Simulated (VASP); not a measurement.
A run of VASP 6.6.1:

The input POSCAR:

```
BeSe
1.0
   10.2756160000      0.0000000000      0.0000000000
    0.0000000000     10.2756160000      0.0000000000
    0.0000000000      0.0000000000     10.2756160000
Be Se
32 32
Direct
    0.0000000000      0.0000000000      0.0000000000
    0.0000000000      0.0000000000      0.5000000000
    0.0000000000      0.5000000000      0.0000000000
    0.0000000000      0.5000000000      0.5000000000
    0.5000000000      0.0000000000      0.0000000000
    0.5000000000      0.0000000000      0.5000000000
    0.5000000000      0.5000000000      0.0000000000
    0.5000000000      0.5000000000      0.5000000000
    0.2500000000      0.2500000000      0.0000000000
    0.2500000000      0.2500000000      0.5000000000
    0.2500000000      0.7500000000      0.0000000000
    0.2500000000      0.7500000000      0.5000000000
    0.7500000000      0.2500000000      0.0000000000
    0.7500000000      0.2500000000      0.5000000000
    0.7500000000      0.7500000000      0.0000000000
    0.7500000000      0.7500000000      0.5000000000
    0.2500000000      0.0000000000      0.2500000000
    0.2500000000      0.0000000000      0.7500000000
    0.2500000000      0.5000000000      0.2500000000
    0.2500000000      0.5000000000      0.7500000000
    0.7500000000      0.0000000000      0.2500000000
    0.7500000000      0.0000000000      0.7500000000
    0.7500000000      0.5000000000      0.2500000000
    0.7500000000      0.5000000000      0.7500000000
    0.0000000000      0.2500000000      0.2500000000
    0.0000000000      0.2500000000      0.7500000000
    0.0000000000      0.7500000000      0.2500000000
    0.0000000000      0.7500000000      0.7500000000
    0.5000000000      0.2500000000      0.2500000000
    0.5000000000      0.2500000000      0.7500000000
    0.5000000000      0.7500000000      0.2500000000
    0.5000000000      0.7500000000      0.7500000000
    0.1250000000      0.1250000000      0.1250000000
    0.1250000000      0.1250000000      0.6250000000
    0.1250000000      0.6250000000      0.1250000000
    0.1250000000      0.6250000000      0.6250000000
    0.6250000000      0.1250000000      0.1250000000
    0.6250000000      0.1250000000      0.6250000000
    0.6250000000      0.6250000000      0.1250000000
    0.6250000000      0.6250000000      0.6250000000
    0.3750000000      0.3750000000      0.1250000000
    0.3750000000      0.3750000000      0.6250000000
    0.3750000000      0.8750000000      0.1250000000
    0.3750000000      0.8750000000      0.6250000000
    0.8750000000      0.3750000000      0.1250000000
    0.8750000000      0.3750000000      0.6250000000
    0.8750000000      0.8750000000      0.1250000000
    0.8750000000      0.8750000000      0.6250000000
    0.3750000000      0.1250000000      0.3750000000
    0.3750000000      0.1250000000      0.8750000000
    0.3750000000      0.6250000000      0.3750000000
    0.3750000000      0.6250000000      0.8750000000
    0.8750000000      0.1250000000      0.3750000000
    0.8750000000      0.1250000000      0.8750000000
    0.8750000000      0.6250000000      0.3750000000
    0.8750000000      0.6250000000      0.8750000000
    0.1250000000      0.3750000000      0.3750000000
    0.1250000000      0.3750000000      0.8750000000
    0.1250000000      0.8750000000      0.3750000000
    0.1250000000      0.8750000000      0.8750000000
    0.6250000000      0.3750000000      0.3750000000
    0.6250000000      0.3750000000      0.8750000000
    0.6250000000      0.8750000000      0.3750000000
    0.6250000000      0.8750000000      0.8750000000
```

Contents of INCAR.step1:

```
  PREC = Accurate
  ENCUT = 520
  EDIFF = 1E-5
  ISMEAR = -1
  SIGMA = 0.05
  LREAL = Auto
  LASPH = True
  NELM = 120
  ALGO = Normal
  ISIF = 2
  LWAVE = True
  LCHARG = False
  NBANDS = 166
  GGA = PE
  GGA_COMPAT = False
```

The input INCAR.step2:

```
  PREC = Accurate
  ENCUT = 520
  EDIFF = 1E-6
  ISMEAR = -1
  SIGMA = 0.05
  LREAL = Auto
  LASPH = True
  NELM = 120
  ALGO = Normal
  ISIF = 2
  LWAVE = False
  LCHARG = False
  GGA = PE
  LHFCALC = True
  HFSCREEN = 0.2079
  PRECFOCK = Fast
  NBANDS = 166
  ISTART = 1
  GGA_COMPAT = False
```

File KPOINTS:

```
Automatic mesh
0
Gamma
  1 1 1
```

Potentials or basis: VASP PAW PBE potentials, release 64 (Be, Se).

Command:

```console
$ cat potpaw_PBE.64/Be/POTCAR potpaw_PBE.64/Se/POTCAR > POTCAR
$ cp INCAR.step1 INCAR
$ mpirun -np 1 vasp_gam > vasp.out
$ cp INCAR.step2 INCAR
$ mpirun -np 1 vasp_gam > vasp.out
```

Hardware: 1 thread of AMD EPYC 7R43 64-Core Processor (Zen 3) (shared host).

Task: How long does it take, and how much memory?

Result: It took 39 min on 1 thread of AMD EPYC 7R43 64-Core Processor (Zen 3), with other jobs on the host, peak memory 1.1 GiB. Counts: k points 1.
